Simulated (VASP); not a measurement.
# AlN (Cm) in VASP: notebook, part 2 of 2

VASP 6.6.1.

### 3 Single point, PBE

Contents of INCAR:

```
PREC     = Accurate       # precision mode
ENCUT    = 520            # plane-wave cutoff, eV
EDIFF    = 1E-7           # SCF threshold, eV
ISMEAR   = 0              # smearing method
SIGMA    = 0.05           # smearing width, eV
LREAL    = False          # projectors in reciprocal space
LASPH    = True           # aspherical terms in the spheres
NELM     = 100            # most SCF steps
ALGO     = Normal         # electronic algorithm
ISIF     = 2              # what is computed and relaxed
LWAVE    = False          # write WAVECAR
LCHARG   = False          # write CHGCAR
GGA      = PE             # functional
NBANDS   = 11             # bands
```

Contents of KPOINTS:

```
regular mesh
0
Gamma
  10 10 10
```

Contents of POSCAR:

```
AlN
1.0
    0.0000000000      2.1839935596      2.1839935596
    2.1839935596      0.0000000000      2.1839935596
    2.1839935596      2.1839935596      0.0000000000
Al N
1 1
Direct
   -0.0364238770      0.0000000000      0.0000000000
    0.7500000000      0.7500000000      0.7500000000
```

Potentials or basis: VASP PAW PBE potentials, release 64 (Al, N).

Started as:

```
$ cat potpaw_PBE.64/Al/POTCAR potpaw_PBE.64/N/POTCAR > POTCAR
$ mpirun -np 1 vasp_std > vasp.out
```

OUTCAR:

```text
PREC = Accurate
   ENCUT = 520
   EDIFF = 1E-7
   ISMEAR = 0
   LREAL = False
   LASPH = True
   NELM = 100
   ISIF = 2
   GGA = PE

 ion  position               nearest neighbor table
   1  0.964  0.000  0.000-   2 1.80   2 1.89   2 1.89   2 1.98
   2  0.750  0.750  0.750-   1 1.80   1 1.89   1 1.89   1 1.98

  LATTYP: Found a face centered cubic cell.
 ALAT       =     4.3679871192

  Lattice vectors:

 A1 = (   0.0000000000,   2.1839935596,   2.1839935596)
 A2 = (   2.1839935596,   0.0000000000,   2.1839935596)
 A3 = (   2.1839935596,   2.1839935596,   0.0000000000)

Analysis of symmetry for initial positions (statically):
=====================================================================
 Subroutine PRICEL returns:
 Original cell was already a primitive cell.

 Routine SETGRP: Setting up the symmetry group for a
 face centered cubic supercell.

 Subroutine GETGRP returns: Found  2 space group operations
 (whereof  2 operations were pure point group operations)
 out of a pool of 48 trial point group operations.

The static configuration has the point symmetry C_1h.

Analysis of symmetry for dynamics (positions and initial velocities):
=====================================================================
 Subroutine PRICEL returns:
 Original cell was already a primitive cell.

 Routine SETGRP: Setting up the symmetry group for a
 face centered cubic supercell.

 Subroutine GETGRP returns: Found  2 space group operations
 (whereof  2 operations were pure point group operations)
 out of a pool of 48 trial point group operations.

The dynamic configuration has the point symmetry C_1h.

 Subroutine INISYM returns: Found  2 space group operations
 (whereof  2 operations are pure point group operations),
 and found     1 'primitive' translations

----------------------------------------------------------------------------------------

                                     Primitive cell

  volume of cell :      20.8345

  direct lattice vectors                    reciprocal lattice vectors
     0.000000000  2.183993560  2.183993560    -0.228938404  0.228938404  0.228938404
     2.183993560  0.000000000  2.183993560     0.228938404 -0.228938404  0.228938404
     2.183993560  2.183993560  0.000000000     0.228938404  0.228938404 -0.228938404

  length of vectors
     3.088633312  3.088633312  3.088633312     0.396532948  0.396532948  0.396532948

  position of ions in fractional coordinates (direct lattice)
     0.963576123  0.000000000  0.000000000
     0.750000000  0.750000000  0.750000000

  ion indices of the primitive-cell ions
   primitive index   ion index
                 1           1
                 2           2

----------------------------------------------------------------------------------------

 KPOINTS: regular mesh

Automatic generation of k-mesh.
 Grid dimensions read from file:
 generate k-points for:   10   10   10

 Generating k-lattice:

  Cartesian coordinates                     Fractional coordinates (reciprocal lattice)
    -0.022893840  0.022893840  0.022893840     0.100000000  0.000000000  0.000000000
     0.022893840 -0.022893840  0.022893840     0.000000000  0.100000000  0.000000000
     0.022893840  0.022893840 -0.022893840     0.000000000  0.000000000  0.100000000

  Length of vectors
     0.039653295  0.039653295  0.039653295

  Shift w.r.t. Gamma in fractional coordinates (k-lattice)
     0.000000000  0.000000000  0.000000000

 Subroutine IBZKPT returns following result:
 ===========================================

 Found    282 irreducible k-points:

 Following reciprocal coordinates:
            Coordinates               Weight
  0.000000  0.000000  0.000000      1.000000
  0.100000  0.000000  0.000000      2.000000
  0.000000  0.100000  0.000000      4.000000
  0.100000  0.100000  0.100000      2.000000
  0.200000  0.000000  0.000000      2.000000
  0.000000  0.200000  0.000000      4.000000
[... 16 lines left out ...]
  0.200000  0.100000  0.200000      4.000000
  0.100000 -0.100000 -0.100000      2.000000
 [... further k-points ...]
   k-points           NKPTS =    282   k-points in BZ     NKDIM =    282   number of bands    NBANDS=     11
   number of dos      NEDOS =    301   number of ions     NIONS =      2
   total plane-waves  NPLWV =  13824
   dimension x,y,z NGX =    24 NGY =   24 NGZ =   24
   dimension x,y,z NGXF=    48 NGYF=   48 NGZF=   48
   ions per type =               1   1
   NGX,Y,Z   is equivalent  to a cutoff of  12.92, 12.92, 12.92 a.u.
   NGXF,Y,Z  is equivalent  to a cutoff of  25.84, 25.84, 25.84 a.u.
 SYSTEM =  unknown system
   PREC   = accura    normal or accurate (medium, high low for compatibility)
   ISTART =      0    job   : 0-new  1-cont  2-samecut
   ICHARG =      2    charge: 1-file 2-atom 10-const
   ISPIN  =      1    spin polarized calculation?
   LNONCOLLINEAR =      F non collinear calculations
   LSORBIT =      F    spin-orbit coupling
   LASPH  =      T    aspherical Exc in radial PAW
   ENCUT  =  520.0 eV  38.22 Ry    6.18 a.u.   5.74  5.74  5.74*2*pi/ulx,y,z
   NELM   =    100;   NELMIN=  2; NELMDL= -5     # of ELM steps
   EDIFF  = 0.1E-06   stopping-criterion for ELM
   LREAL  =      F    real-space projection
   EDIFFG = 0.1E-05   stopping-criterion for IOM
   NSW    =      0    number of steps for IOM
   IBRION =     -1    ionic relax: 0-MD 1-quasi-New 2-CG
   NFREE  =      0    steps in history (QN), initial steepest desc. (CG)
   ISIF   =      2    stress and relaxation
   ISYM   =      2    0-nonsym 1-usesym 2-fastsym
   POTIM  = 0.5000    time-step for ionic-motion
   TEBEG  =    0.0;   TEEND  =   0.0 temperature during run
   PSTRESS=    0.0 pullay stress
   NELECT =       8.0000    total number of electrons
   NUPDOWN=      -1.0000    fix difference up-down
   EMIN   =  10.00;   EMAX   =-10.00  energy-range for DOS
   EFERMI =   0.00;   METHOD = LEGACY
   ISMEAR =     0;   SIGMA  =   0.05  broadening in eV -4-tet -1-fermi 0-gaus
   EFERMI_NEDOS =   21; number of points for ismear=-14 and -15
   IALGO  =     38    algorithm
   IMIX   =      4    mixing-type and parameters
     AMIX     =   0.40;   BMIX     =  1.00
     AMIX_MAG =   1.60;   BMIX_MAG =  1.00
  volume/ion in A,a.u.               =      10.42        70.30
  Fermi-wavevector in a.u.,A,eV,Ry     =   1.189899  2.248583 19.263943  1.415860
  Thomas-Fermi vector in A             =   2.325996
   LORBIT       =      0    0 simple, 1 ext, 2 COOP (PROOUT), +10 PAW based schemes
   GGA     = PE    functional components
   LHFCALC =     F    Hartree Fock is set to
   AEXX    =    0.0000 exact exchange contribution
   IVDW    =     0    specifies the selected vdW correction
   LEPSILON=     F    determine dielectric tensor
   LRPA    =     F    only Hartree local field effects (RPA)
 non-spin polarized calculation
 Gauss-broadening in eV      SIGMA  =   0.05
  energy-cutoff  :      520.00
  volume of cell :       20.83
 maximum number of plane-waves:       571
   NGX = 11   NGY = 11   NGZ = 11

 number of electron       8.0000000 magnetization

 Free energy of the ion-electron system (eV)
  ---------------------------------------------------
  ext. energy  EPLUGINS =         0.00000000
  ---------------------------------------------------
  free energy    TOTEN  =       -14.74649198 eV

  energy without entropy =      -14.74649198  energy(sigma->0) =      -14.74649198

 E-fermi :   6.5753     XC(G=0): -10.9324

 val. band max:        6.2537491740   @ k =   0.0000   0.0000   0.0000
 cond. band min:       9.2748709043   @ k =   0.0000   0.5000   0.5000
 fundamental gap:      3.0211217303
 Fermi energy:         6.5753208813

 k-point     1 :       0.0000    0.0000    0.0000
  band No.  band energies     occupation
      1      -9.0159      2.00000
      2       5.6653      2.00000
      3       5.9658      2.00000
      4       6.2537      2.00000
      5      10.1359      0.00000
      6      18.5028      0.00000
      7      18.5198      0.00000
      8      18.5846      0.00000
      9      23.5789      0.00000
     10      23.6173      0.00000
     11      24.6715      0.00000
[... 309 lines left out ...]
 k-point    24 :       0.1000   -0.1000   -0.1000
  band No.  band energies     occupation
      1      -8.4982      2.00000
      2       4.1447      2.00000
      3       5.4173      2.00000
      4       5.5557      2.00000
      5      11.9524      0.00000
      6      17.2130      0.00000
      7      18.3515      0.00000
      8      18.8561      0.00000
      9      20.3074      0.00000
     10      23.8371      0.00000
     11      24.8412      0.00000

 [... further k-points ...]

------------------------ aborting loop because EDIFF is reached ----------------------------------------

  FORCE on cell =-STRESS in cart. coord.  units (eV):
  Direction    XX          YY          ZZ          XY          YZ          ZX
  --------------------------------------------------------------------------------------
  -------------------------------------------------------------------------------------
  Total        0.9177364      0.7489417      0.7489417      0.7679681      0.2425471      0.7679681
  in kB       70.5739602     57.5936450     57.5936450     59.0567700     18.6518802     59.0567699
  external PRESSURE =      61.9204167 kB  Pullay stress =       0.0000000 kB

 VOLUME and BASIS-vectors are now :
 -----------------------------------------------------------------------------
  energy-cutoff  :      520.00
  volume of cell :       20.83
      direct lattice vectors                 reciprocal lattice vectors
     0.000000000  2.183993560  2.183993560    -0.228938404  0.228938404  0.228938404
     2.183993560  0.000000000  2.183993560     0.228938404 -0.228938404  0.228938404
     2.183993560  2.183993560  0.000000000     0.228938404  0.228938404 -0.228938404

 POSITION                                       TOTAL-FORCE (eV/Angst)
 -----------------------------------------------------------------------------------
      0.00000      2.10444      2.10444         0.394396      1.194317      1.194317
      3.27599      3.27599      3.27599        -0.394396     -1.194317     -1.194317
 -----------------------------------------------------------------------------------
    total drift:                               -0.000017     -0.000033     -0.000033

  FREE ENERGIE OF THE ION-ELECTRON SYSTEM (eV)
  ---------------------------------------------------
  free  energy   TOTEN  =       -14.7464919784 eV

  energy  without entropy=      -14.7464919784  energy(sigma->0) =      -14.74649198
```

Run time: 39 s. Hardware: 1 thread of Intel Xeon Platinum 8259CL at 2.50GHz (Skylake/Cascade Lake), shared host; peak memory 0.18 GiB.

Results:

| Quantity | Value |
| --- | --- |
| Free energy | -14.7465 eV |
| Pressure | 6.2 GPa |
| Largest force | 1.734 eV/Å |
| Band gap on the k mesh | 3.02 eV, indirect (least direct gap 3.88 eV) |

Forces in eV/Å, atoms in the order of the input:
```
Al   0.394  1.194  1.194
N   -0.394 -1.194 -1.194
```

Stress tensor (GPa, compression positive):
```
7.06 5.91 5.91
5.91 5.76 1.87
5.91 1.87 5.76
```

Caveat: the cell differs from its parent crystal (all Al atoms moved +0.113 Å, as atom 1 towards its neighbour atom 1 (Al) at 3.089 Å); forces of over 1 eV/Å act on the atoms, so gaps and moduli don't describe the material at rest. A k mesh can miss the band edges.

### 4 Single point, PBE

Contents of INCAR:

```
PREC = Accurate
ENCUT = 520
EDIFF = 1E-6
ISMEAR = 0
SIGMA = 0.05
LREAL = False
LASPH = True
NELM = 80
ALGO = Normal
ISIF = 2
LWAVE = False
LCHARG = False
GGA = PE
NBANDS = 11
```

Contents of KPOINTS:

```
Automatic mesh
0
Gamma
  10 10 10
```

Edit POSCAR of step 3 so:

```diff
@@ -8,3 +8,3 @@
 Direct
-   -0.0364238770      0.0000000000      0.0000000000
+   -0.0121412923      0.0000000000      0.0000000000
     0.7500000000      0.7500000000      0.7500000000
```

Started as:

```
$ cat potpaw_PBE.64/Al/POTCAR potpaw_PBE.64/N/POTCAR > POTCAR
$ mpirun -np 1 vasp_std > vasp.out
```

It took 35 s on 1 thread of Intel Xeon Platinum 8259CL at 2.50GHz (Skylake/Cascade Lake), shared host; peak memory 0.18 GiB.

Results (log left out):

```
Free energy            : -14.8301 eV
Pressure               : 4.8 GPa
Largest force          : 0.554 eV/Å
Band gap on the k mesh : 3.22 eV, indirect (least direct gap 4.09 eV)
```

Forces on the atoms (eV/Å):
```
Al   0.043  0.390  0.390
N   -0.043 -0.390 -0.390
```

Stress tensor (GPa, compression positive):
```
4.85 1.90 1.90
1.90 4.71 0.21
1.90 0.21 4.71
```

Levels at points of the mesh, in eV from the valence-band top:
```
           k point  band 2  band 3  band 4  band 5  band 6  band 7
(0.00, 0.00, 0.00)   -0.20   -0.10    0.00    4.09   12.45   12.46
(0.50, 0.00, 0.00)   -5.91   -0.66   -0.58    7.31    9.79   11.00
(0.00, 0.50, 0.00)   -5.95   -0.65   -0.51    7.28    9.76   11.00
(0.50, 0.50, 0.50)   -5.99   -0.57   -0.49    7.25    9.73   11.04
(0.50, 0.50, 0.00)   -5.00   -1.92   -1.82    3.22    8.51   13.85
(0.00, 0.50, 0.50)   -5.00   -1.87   -1.87    3.22    8.51   13.85
```

Caveat: the cell differs from its parent crystal (all Al atoms moved +0.037 Å, as atom 1 towards its neighbour atom 1 (Al) at 3.089 Å). A k mesh can miss the band edges.
